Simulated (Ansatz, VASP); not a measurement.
**One calculation of Pb, two programs**

```
Pb
1.0
     3.48000    0.00000    0.00000
    -1.74000    3.01377    0.00000
     0.00000    0.00000    5.56205
Pb
2
Direct
  0.33333 0.66667 0.25000
  0.66667 0.33333 0.75000
```

Change from the starting cell: strain -0.0050 x Voigt [0, 0, 1, 0, 0, 0], atoms carried along.

Alike in both runs: task single point; functional r2SCAN; k mesh 18 × 18 × 10; occupations gaussian, width 0.15 eV; no spin polarisation.

```csv
,VASP,Ansatz
version,VASP 6.6.1,Ansatz 0.2.0
potentials or method,"VASP PAW PBE potentials, release 64 (Pb_d), cutoff 520 eV","scalar-relativistic, plane waves, PAW"
valence electrons in the cell,28,28
```

VASP gave:

* gap on the k mesh at the Fermi level (eV): none
* pressure (GPa): 3.1
* traceless stress, the component that is largest in VASP (GPa): 1.55

**Question.** Which values does Ansatz return?

**Answer.** gap on the k mesh at the Fermi level (eV): none; pressure (GPa): 3.1; traceless stress, the component that is largest in VASP (GPa): 1.54.

VASP's potentials were made for PBE, not for r2SCAN. A gap of «none» marks a metal or a gap that the smearing closes. The functional is the same, so the differences come from potentials, cutoffs and numerics.

Neither program's run includes spin-orbit coupling.
